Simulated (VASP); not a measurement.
# KF (Pm-3m) in VASP: further runs

The runs below take KF through single point, with PBEsol, revpbe exchange, lda correlation, B3LYP, PBE.

Program: VASP 6.6.1. These are calculated values, not measurements. Logs are shortened: lines on timing, memory, paths and dates and some standing lists are left out, and cuts for length are marked.

**1. The cell of the first run**

It takes space group Pm-3m (No. 221, cubic). The conventional cell has a = 3.259 Å, b = 3.259 Å, c = 3.259 Å, α = 90.00°, β = 90.00°, γ = 90.00°. K (site symmetry m-3m) has 8 F at 2.82 Å and 6 K at 3.26 Å within 3.7 Å. Within 3.7 Å of F (site symmetry m-3m) lie 8 K at 2.82 Å and 6 F at 3.26 Å.

**2. Single point, PBEsol, collinear spin**

Contents of INCAR:

```
SYSTEM = KF
ALGO     = Normal         ! electronic algorithm
EDIFF    = 1E-6           ! SCF threshold, eV
ENCUT    = 520            ! plane-wave cutoff, eV
GGA      = PS             ! functional
ISIF     = 2              ! what is computed and relaxed
ISMEAR   = 0              ! smearing method
ISPIN    = 2              ! spin polarisation
LASPH    = .True.         ! aspherical terms in the spheres
LCHARG   = .True.         ! write CHGCAR
LELF     = .True.         ! ELF
LORBIT   = 11             ! projections on sites
LREAL    = .False.        ! projectors in reciprocal space
LVHAR    = .True.       
LWAVE    = .False.        ! write WAVECAR
MAGMOM   = 0.5 0          ! initial moments
NBANDS   = 19             ! bands
NELM     = 150            ! most SCF steps
PREC     = Accurate       ! precision mode
SIGMA    = 0.1            ! smearing width, eV
```

Contents of KPOINTS:

```
k-points
0
Gamma
  8 8 8
  0 0 0
```

Contents of POSCAR:

```
KF
1.0
    3.2589550000      0.0000000000      0.0000000000
    0.0000000000      3.2589550000      0.0000000000
    0.0000000000      0.0000000000      3.2589550000
K F
1 1
Direct
    0.0000000000      0.0000000000      0.0000000000
    0.5000000000      0.5000000000      0.5000000000
```

Potentials or basis: VASP PAW PBE potentials, release 64 (K_sv, F).

Started as:

```
$ cat potpaw_PBE.64/K_sv/POTCAR potpaw_PBE.64/F/POTCAR > POTCAR
$ mpirun -np 1 vasp_std > vasp.out
```

OUTCAR:

```text
SYSTEM = KF
   EDIFF = 1E-6
   ENCUT = 520
   GGA = PS
   ISIF = 2
   ISMEAR = 0
   ISPIN = 2
   LASPH = .True.
   LORBIT = 11
   LREAL = .False.
   NELM = 150
   PREC = Accurate

 ion  position               nearest neighbor table
   1  0.000  0.000  0.000-   2 2.82   2 2.82   2 2.82   2 2.82   2 2.82   2 2.82   2 2.82   2 2.82

   2  0.500  0.500  0.500-   1 2.82   1 2.82   1 2.82   1 2.82   1 2.82   1 2.82   1 2.82   1 2.82

  LATTYP: Found a simple cubic cell.
 ALAT       =     3.2589550000

  Lattice vectors:

 A1 = (   3.2589550000,   0.0000000000,   0.0000000000)
 A2 = (   0.0000000000,   3.2589550000,   0.0000000000)
 A3 = (   0.0000000000,   0.0000000000,   3.2589550000)

Analysis of symmetry for initial positions (statically):
=====================================================================
 Subroutine PRICEL returns:
 Original cell was already a primitive cell.

 Routine SETGRP: Setting up the symmetry group for a
 simple cubic supercell.

 Subroutine GETGRP returns: Found 48 space group operations
 (whereof 48 operations were pure point group operations)
 out of a pool of 48 trial point group operations.

The static configuration has the point symmetry O_h .

Analysis of symmetry for dynamics (positions and initial velocities):
=====================================================================
 Subroutine PRICEL returns:
 Original cell was already a primitive cell.

 Routine SETGRP: Setting up the symmetry group for a
 simple cubic supercell.

 Subroutine GETGRP returns: Found 48 space group operations
 (whereof 48 operations were pure point group operations)
 out of a pool of 48 trial point group operations.

The dynamic configuration has the point symmetry O_h .

Analysis of structural, dynamic, and magnetic symmetry:
=====================================================================
 Subroutine PRICEL returns:
 Original cell was already a primitive cell.

 Routine SETGRP: Setting up the symmetry group for a
 simple cubic supercell.

 Subroutine GETGRP returns: Found 48 space group operations
 (whereof 48 operations were pure point group operations)
 out of a pool of 48 trial point group operations.

The overall configuration has the point symmetry O_h .

 Subroutine INISYM returns: Found 48 space group operations
 (whereof 48 operations are pure point group operations),
 and found     1 'primitive' translations

----------------------------------------------------------------------------------------

                                     Primitive cell

  volume of cell :      34.6127

  direct lattice vectors                    reciprocal lattice vectors
     3.258955000  0.000000000  0.000000000     0.306846827  0.000000000  0.000000000
     0.000000000  3.258955000  0.000000000     0.000000000  0.306846827  0.000000000
     0.000000000  0.000000000  3.258955000     0.000000000  0.000000000  0.306846827

  length of vectors
     3.258955000  3.258955000  3.258955000     0.306846827  0.306846827  0.306846827

  position of ions in fractional coordinates (direct lattice)
     0.000000000  0.000000000  0.000000000
     0.500000000  0.500000000  0.500000000

  ion indices of the primitive-cell ions
   primitive index   ion index
                 1           1
                 2           2

----------------------------------------------------------------------------------------

 KPOINTS: k-points

Automatic generation of k-mesh.
 Grid dimensions read from file:
 generate k-points for:    8    8    8

 Generating k-lattice:

  Cartesian coordinates                     Fractional coordinates (reciprocal lattice)
     0.038355853  0.000000000  0.000000000     0.125000000  0.000000000  0.000000000
     0.000000000  0.038355853  0.000000000     0.000000000  0.125000000  0.000000000
     0.000000000  0.000000000  0.038355853     0.000000000  0.000000000  0.125000000

  Length of vectors
     0.038355853  0.038355853  0.038355853

  Shift w.r.t. Gamma in fractional coordinates (k-lattice)
     0.000000000  0.000000000  0.000000000

 Subroutine IBZKPT returns following result:
 ===========================================

 Found     35 irreducible k-points:

 Following reciprocal coordinates:
            Coordinates               Weight
  0.000000  0.000000  0.000000      1.000000
  0.125000  0.000000  0.000000      6.000000
  0.250000  0.000000  0.000000      6.000000
  0.375000  0.000000  0.000000      6.000000
  0.500000  0.000000  0.000000      3.000000
  0.125000  0.125000  0.000000     12.000000
[... 16 lines left out ...]
  0.375000  0.375000  0.125000     24.000000
  0.500000  0.375000  0.125000     24.000000
 [... further k-points ...]
   k-points           NKPTS =     35   k-points in BZ     NKDIM =     35   number of bands    NBANDS=     19
   number of dos      NEDOS =    301   number of ions     NIONS =      2
   total plane-waves  NPLWV =  13824
   dimension x,y,z NGX =    24 NGY =   24 NGZ =   24
   dimension x,y,z NGXF=    48 NGYF=   48 NGZF=   48
   ions per type =               1   1
   NGX,Y,Z   is equivalent  to a cutoff of  12.24, 12.24, 12.24 a.u.
   NGXF,Y,Z  is equivalent  to a cutoff of  24.49, 24.49, 24.49 a.u.
 SYSTEM =  KF
   PREC   = accura    normal or accurate (medium, high low for compatibility)
   ISTART =      0    job   : 0-new  1-cont  2-samecut
   ICHARG =      2    charge: 1-file 2-atom 10-const
   ISPIN  =      2    spin polarized calculation?
   LNONCOLLINEAR =      F non collinear calculations
   LSORBIT =      F    spin-orbit coupling
   LASPH  =      T    aspherical Exc in radial PAW
   ENCUT  =  520.0 eV  38.22 Ry    6.18 a.u.   6.06  6.06  6.06*2*pi/ulx,y,z
   NELM   =    150;   NELMIN=  2; NELMDL= -5     # of ELM steps
   EDIFF  = 0.1E-05   stopping-criterion for ELM
   LREAL  =      F    real-space projection
   EDIFFG = 0.1E-04   stopping-criterion for IOM
   NSW    =      0    number of steps for IOM
   IBRION =     -1    ionic relax: 0-MD 1-quasi-New 2-CG
   NFREE  =      0    steps in history (QN), initial steepest desc. (CG)
   ISIF   =      2    stress and relaxation
   ISYM   =      2    0-nonsym 1-usesym 2-fastsym
   POTIM  = 0.5000    time-step for ionic-motion
   TEBEG  =    0.0;   TEEND  =   0.0 temperature during run
   PSTRESS=    0.0 pullay stress
   NELECT =      16.0000    total number of electrons
   NUPDOWN=      -1.0000    fix difference up-down
   EMIN   =  10.00;   EMAX   =-10.00  energy-range for DOS
   EFERMI =   0.00;   METHOD = LEGACY
   ISMEAR =     0;   SIGMA  =   0.10  broadening in eV -4-tet -1-fermi 0-gaus
   EFERMI_NEDOS =   21; number of points for ismear=-14 and -15
   IALGO  =     38    algorithm
   IMIX   =      4    mixing-type and parameters
     AMIX     =   0.40;   BMIX     =  1.00
     AMIX_MAG =   1.60;   BMIX_MAG =  1.00
  volume/ion in A,a.u.               =      17.31       116.79
  Fermi-wavevector in a.u.,A,eV,Ry     =   1.265814  2.392041 21.800402  1.602284
  Thomas-Fermi vector in A             =   2.399047
   LORBIT       =     11    0 simple, 1 ext, 2 COOP (PROOUT), +10 PAW based schemes
   GGA     = PS    functional components
   LHFCALC =     F    Hartree Fock is set to
   AEXX    =    0.0000 exact exchange contribution
   IVDW    =     0    specifies the selected vdW correction
   LEPSILON=     F    determine dielectric tensor
   LRPA    =     F    only Hartree local field effects (RPA)
 spin polarized calculation
 Gauss-broadening in eV      SIGMA  =   0.10
  energy-cutoff  :      520.00
  volume of cell :       34.61
 maximum number of plane-waves:       952
   NGX = 13   NGY = 13   NGZ = 13

 number of electron      15.9999992 magnetization      -0.0065062

 number of electron      15.9999992 magnetization       0.0000186

 Free energy of the ion-electron system (eV)
  ---------------------------------------------------
  ext. energy  EPLUGINS =         0.00000000
  ---------------------------------------------------
  free energy    TOTEN  =        -8.33931928 eV

  energy without entropy =       -8.33931928  energy(sigma->0) =       -8.33931928

 E-fermi :  -1.6971     XC(G=0):  -9.2556

 val. band max:       -2.1506081291   @ k =   0.5000   0.5000   0.0000
 cond. band min:       3.9445094691   @ k =   0.0000   0.0000   0.0000
 fundamental gap:      6.0951175982
 Fermi energy:        -1.6970584163

 spin component 1

 k-point     1 :       0.0000    0.0000    0.0000
  band No.  band energies     occupation
      1     -28.9856      1.00000
      2     -20.9269      1.00000
      3     -12.0751      1.00000
      4     -12.0751      1.00000
      5     -12.0751      1.00000
      6      -2.2029      1.00000
[... 11 lines left out ...]
     18      19.4908      0.00000
     19      19.4908      0.00000

 k-point     2 :       0.1250    0.0000    0.0000
  band No.  band energies     occupation
      1     -28.9671      1.00000
      2     -20.9307      1.00000
      3     -12.1839      1.00000
      4     -12.0587      1.00000
      5     -12.0587      1.00000
      6      -2.4121      1.00000
[... 11 lines left out ...]
     18      18.7434      0.00000
     19      20.4845      0.00000

 k-point     3 :       0.2500    0.0000    0.0000
  band No.  band energies     occupation
      1     -28.9219      1.00000
      2     -20.9412      1.00000
      3     -12.4347      1.00000
      4     -12.0188      1.00000
      5     -12.0188      1.00000
      6      -2.8597      1.00000
[... 434 lines left out ...]
      1     -28.7676      1.00000
      2     -20.8563      1.00000
      3     -12.7289      1.00000
      4     -12.6904      1.00000
      5     -12.0305      1.00000
      6      -2.8781      1.00000
[... 11 lines left out ...]
     18      21.3885      0.00000
     19      21.9016      0.00000

 k-point    24 :       0.5000    0.3750    0.1250
  band No.  band energies     occupation
      1     -28.7515      1.00000
      2     -20.8421      1.00000
      3     -12.8268      1.00000
      4     -12.7159      1.00000
      5     -12.0155      1.00000
      6      -2.8965      1.00000
[... 11 lines left out ...]
     18      21.4110      0.00000
     19      21.6628      0.00000

 [... further k-points ...]

 spin component 2

 k-point     1 :       0.0000    0.0000    0.0000
  band No.  band energies     occupation
      1     -28.9856      1.00000
      2     -20.9270      1.00000
      3     -12.0750      1.00000
      4     -12.0750      1.00000
      5     -12.0750      1.00000
      6      -2.2029      1.00000
[... 11 lines left out ...]
     18      19.4907      0.00000
     19      19.4907      0.00000

 k-point     2 :       0.1250    0.0000    0.0000
  band No.  band energies     occupation
      1     -28.9671      1.00000
      2     -20.9307      1.00000
      3     -12.1838      1.00000
      4     -12.0586      1.00000
      5     -12.0586      1.00000
      6      -2.4122      1.00000
[... 11 lines left out ...]
     18      18.7434      0.00000
     19      20.4844      0.00000

 k-point     3 :       0.2500    0.0000    0.0000
  band No.  band energies     occupation
      1     -28.9218      1.00000
      2     -20.9412      1.00000
      3     -12.4347      1.00000
      4     -12.0187      1.00000
      5     -12.0187      1.00000
      6      -2.8597      1.00000
[... 434 lines left out ...]
      1     -28.7676      1.00000
      2     -20.8563      1.00000
      3     -12.7288      1.00000
      4     -12.6903      1.00000
      5     -12.0304      1.00000
      6      -2.8781      1.00000
[... 11 lines left out ...]
     18      21.3885      0.00000
     19      21.9016      0.00000

 k-point    24 :       0.5000    0.3750    0.1250
  band No.  band energies     occupation
      1     -28.7515      1.00000
      2     -20.8421      1.00000
      3     -12.8267      1.00000
      4     -12.7159      1.00000
      5     -12.0155      1.00000
      6      -2.8965      1.00000
[... 11 lines left out ...]
     18      21.4110      0.00000
     19      21.6628      0.00000

 [... further k-points ...]
[... 5 lines left out ...]
  --------------------------------------------------------------------------------------
  -------------------------------------------------------------------------------------
  Total       -0.5313556     -0.5313556     -0.5313556      0.0000000     -0.0000000     -0.0000000
  in kB      -24.5957874    -24.5957874    -24.5957874      0.0000000     -0.0000000     -0.0000000
  external PRESSURE =     -24.5957874 kB  Pullay stress =       0.0000000 kB

 VOLUME and BASIS-vectors are now :
 -----------------------------------------------------------------------------
  energy-cutoff  :      520.00
  volume of cell :       34.61
      direct lattice vectors                 reciprocal lattice vectors
     3.258955000  0.000000000  0.000000000     0.306846827  0.000000000  0.000000000
     0.000000000  3.258955000  0.000000000     0.000000000  0.306846827  0.000000000
     0.000000000  0.000000000  3.258955000     0.000000000  0.000000000  0.306846827

 POSITION                                       TOTAL-FORCE (eV/Angst)
 -----------------------------------------------------------------------------------
      0.00000      0.00000      0.00000         0.000000      0.000000      0.000000
      1.62948      1.62948      1.62948         0.000000      0.000000      0.000000
 -----------------------------------------------------------------------------------
    total drift:                                0.000000      0.000000     -0.000000

  FREE ENERGIE OF THE ION-ELECTRON SYSTEM (eV)
  ---------------------------------------------------
  free  energy   TOTEN  =        -8.3393192780 eV

  energy  without entropy=       -8.3393192780  energy(sigma->0) =       -8.33931928

 total charge

# of ion       s       p       d       tot
------------------------------------------
    1        1.955   5.572   0.030   7.557
    2        1.727   4.328   0.000   6.056
--------------------------------------------------
tot          3.683   9.900   0.030  13.612

 magnetization (x)

# of ion       s       p       d       tot
------------------------------------------
    1       -0.000  -0.000   0.000  -0.000
    2        0.000  -0.000   0.000  -0.000
--------------------------------------------------
tot         -0.000  -0.000   0.000  -0.000
```

It took 55 s on 1 thread of Intel Xeon 8259CL, shared host; peak memory 0.16 GiB.

What came out:

```
Free energy                                           : -8.3393 eV
Pressure                                              : -2.5 GPa
Band gap on the k mesh                                : 6.10 eV (least direct gap 6.15 eV)
Net moment                                            : 0.00 μB per cell
Valence electrons inside the program's atomic spheres : K 7.56; F 6.06
```

Caveat: the PAW data sets were made with another functional, which shifts forces and pressure a little.

(Continued in part 2 of 2.)
